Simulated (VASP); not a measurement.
Input of a VASP 6.6.1 run:

File POSCAR:

```
BP
1.0
    0.0000000000      2.2840269280      2.2840269280
    2.2840269280      0.0000000000      2.2840269280
    2.2840269280      2.2840269280      0.0000000000
P B
1 1
Direct
    0.7500000000      0.7500000000      0.7500000000
    0.0000000000      0.0000000000      0.0000000000
```

Contents of INCAR.step1:

```
PREC     = Accurate       # precision mode
ENCUT    = 520            # plane-wave cutoff, eV
EDIFF    = 1E-5           # SCF threshold, eV
ISMEAR   = -1             # smearing method
SIGMA    = 0.05           # smearing width, eV
LREAL    = F              # projectors in reciprocal space
LASPH    = T              # aspherical terms in the spheres
NELM     = 100            # most SCF steps
ALGO     = Normal         # electronic algorithm
ISIF     = 2              # what is computed and relaxed
LWAVE    = T              # write WAVECAR
LCHARG   = F              # write CHGCAR
NBANDS   = 11             # bands
GGA      = PE             # functional
```

File INCAR.step2:

```
PREC     = Accurate       # precision mode
ENCUT    = 520            # plane-wave cutoff, eV
EDIFF    = 1E-6           # SCF threshold, eV
ISMEAR   = -1             # smearing method
SIGMA    = 0.05           # smearing width, eV
LREAL    = F              # projectors in reciprocal space
LASPH    = T              # aspherical terms in the spheres
NELM     = 100            # most SCF steps
ALGO     = Normal         # electronic algorithm
ISIF     = 2              # what is computed and relaxed
LWAVE    = F              # write WAVECAR
LCHARG   = F              # write CHGCAR
GGA      = PE             # functional
LHFCALC  = T              # exact exchange
AEXX     = 1.0            # exact-exchange fraction
ALDAC    = 0.0          
AGGAC    = 0.0          
PRECFOCK = Normal       
NBANDS   = 11             # bands
ISTART   = 1
```

Contents of KPOINTS:

```
Automatic mesh
0
Gamma
  5 5 5
```

Potentials or basis: VASP PAW PBE potentials, release 64 (P, B).

Command:

```console
$ cat potpaw_PBE.64/P/POTCAR potpaw_PBE.64/B/POTCAR > POTCAR
$ cp INCAR.step1 INCAR
$ mpirun -np 1 vasp_std > vasp.out
$ cp INCAR.step2 INCAR
$ mpirun -np 1 vasp_std > vasp.out
```

(1) Predict the pressure.

(2) What does it give for the band gap on the k mesh?

## Answers

(1) 0.2 GPa.

(2) 8.08 eV (least direct gap 10.90 eV).

Caveat: the k points lie up to 0.48 Å⁻¹ apart; the PAW data sets were made with another functional, which shifts forces and pressure a little; an odd mesh through Γ misses points on the zone boundary, where band edges can lie.
